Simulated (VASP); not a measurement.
## Li2S: single point with PBE

Li2S:

```xyz
3
Lattice="0.0000 2.9198 2.9198 2.9198 0.0000 2.9198 2.9198 2.9198 0.0000" Properties=species:S:1:pos:R:3 pbc="T T T"
Li    1.4599    1.4599    1.4599
Li    4.3798    4.3798    4.3798
S     0.0000    0.0000    0.0000
```

This cell differs from its parent crystal: strain +2.6%.

* Program: VASP 6.6.1
* Task: single point
* Functional: PBE
* Potentials or basis: VASP PAW PBE potentials, release 64 (Li_sv, S)
* Cutoff: 750 eV
* k mesh: 8 × 8 × 8
* Occupations: fermi-dirac, width 0.02 eV
* Spin: no spin polarisation
* Dipole correction: no
* Further INCAR settings: ALGO = Normal; EDIFF = 1e-06; NBANDS = 13

The pressure is -2.7 GPa. The band gap on the k mesh is 3.42 eV (least direct gap 3.90 eV).

Levels at points of the mesh, in eV from the valence-band top:
```
           k point  band 4  band 5  band 6  band 7  band 8  band 9
(0.00, 0.00, 0.00)    0.00    0.00    0.00    3.90    6.18    6.18
(0.50, 0.00, 0.00)   -2.65   -0.46   -0.46    5.76    6.53    6.53
(0.50, 0.50, 0.00)   -2.02   -1.28   -1.28    3.42    6.88   10.56
```

It took 46 s on 1 thread of Oxide Virtual Turin-like Processor, on a shared host, peak memory 0.2 GiB.

Caveat: the cell differs from its parent crystal (strain +2.6%). A k mesh can miss the band edges.
